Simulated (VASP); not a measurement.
## K3I2Br: single point with LDA

K3I2Br:

```xyz
6
Lattice="4.8288 0.0000 0.0000 -2.4144 4.1819 0.0000 0.0000 0.0000 12.4935" Properties=species:S:1:pos:R:3 pbc="T T T"
K     0.0000    0.0000    6.2467
K     0.0000    2.7879    1.9024
K     2.4144    1.3940   10.5911
I     0.0000    2.7879    8.4206
I     2.4144    1.3940    4.0729
Br    0.0000    0.0000    0.0000
```

```json
{
 "Program": "VASP 6.6.1",
 "Task": "single point",
 "Functional": "LDA",
 "Potentials or basis": "VASP PAW LDA potentials, release 64 (K_sv, I, Br)",
 "Cutoff": "520 eV",
 "k mesh": "6 × 6 × 2",
 "Occupations": "gaussian, width 0.05 eV",
 "Spin": "no spin polarisation"
}
```

- Pressure: -1.6 GPa
- Band gap on the k mesh: 3.38 eV

Stress tensor (GPa, compression positive):
```
-1.40  0.00  0.00
 0.00 -1.40  0.00
 0.00  0.00 -1.91
```

Levels at points of the mesh, in eV from the valence-band top:
```csv
k point,band 20,band 21,band 22,band 23,band 24,band 25,band 26,band 27,band 28,band 29
"(0.00, 0.00, 0.00)",-0.35,-0.15,-0.15,0.00,0.00,3.38,4.99,5.08,6.02,6.34
"(0.50, 0.00, 0.00)",-0.94,-0.63,-0.58,-0.33,-0.32,4.70,5.43,5.45,5.60,6.44
"(0.00, 0.00, 0.50)",-0.64,-0.14,-0.14,-0.02,-0.02,3.91,4.17,5.31,5.82,6.37
"(0.50, 0.00, 0.50)",-1.03,-0.65,-0.58,-0.33,-0.32,5.03,5.14,5.22,5.77,6.07
```

It took 77 s on 1 thread of Intel(R) Xeon(R) Platinum 8488C (Sapphire Rapids) (shared host), peak memory 0.33 GiB.

Caveat: spin-orbit coupling is left out, which moves the levels of the heavy elements.
